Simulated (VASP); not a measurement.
Write the native input for VASP 6.6.1 that does the following.

```yaml
Task: single point
Functional: PBEsol
Potentials_or_basis: VASP PAW PBE potentials, release 64 (Rh_pv)
Cutoff: 520 eV
k_mesh: 16 × 16 × 16
Occupations: fermi-dirac, width 0.08 eV
Spin: no spin polarisation
Dipole_correction: no
Further_INCAR_settings: ALGO = Normal; EDIFF = 1e-06; NBANDS = 14
```

The structure of Rh lies in POSCAR:

```
Rh
1.0
   -0.0190155000      1.8920422500      1.8920422500
    1.8920422500     -0.0190155000      1.8920422500
    1.8920422500      1.8920422500     -0.0190155000
Rh
1
Direct
    0.0000000000      0.0000000000      0.0000000000
```

This cell differs from its parent crystal: equal xy, yz and zx shear strains of -1 %.

These files were run (other wordings do the same):

INCAR

```
PREC     = Accurate       # precision mode
ENCUT    = 520            # plane-wave cutoff, eV
EDIFF    = 1E-6           # SCF threshold, eV
ISMEAR   = -1             # smearing method
SIGMA    = 0.08           # smearing width, eV
LREAL    = F              # projectors in reciprocal space
LASPH    = T              # aspherical terms in the spheres
NELM     = 60             # most SCF steps
ALGO     = Normal         # electronic algorithm
ISIF     = 2              # what is computed and relaxed
LWAVE    = F              # write WAVECAR
LCHARG   = T              # write CHGCAR
GGA      = PS             # functional
LELF     = T              # ELF
LVHAR    = T            
NBANDS   = 14             # bands
```

KPOINTS

```
Automatic mesh
0
Gamma
  16 16 16
```

Potentials or basis: VASP PAW PBE potentials, release 64 (Rh_pv).

Command:

```console
$ cat potpaw_PBE.64/Rh_pv/POTCAR > POTCAR
$ mpirun -np 1 vasp_std > vasp.out
```

It gave:

| Property | Result |
| --- | --- |
| Pressure | -4.9 GPa |

Caveat: the cell differs from its parent crystal (equal xy, yz and zx shear strains of -1 %); the PAW data sets were made with another functional, which shifts forces and pressure a little.

Wall time 2.3 min on 1 thread of AMD EPYC 7R13, on a shared host, peak memory 0.15 GiB.
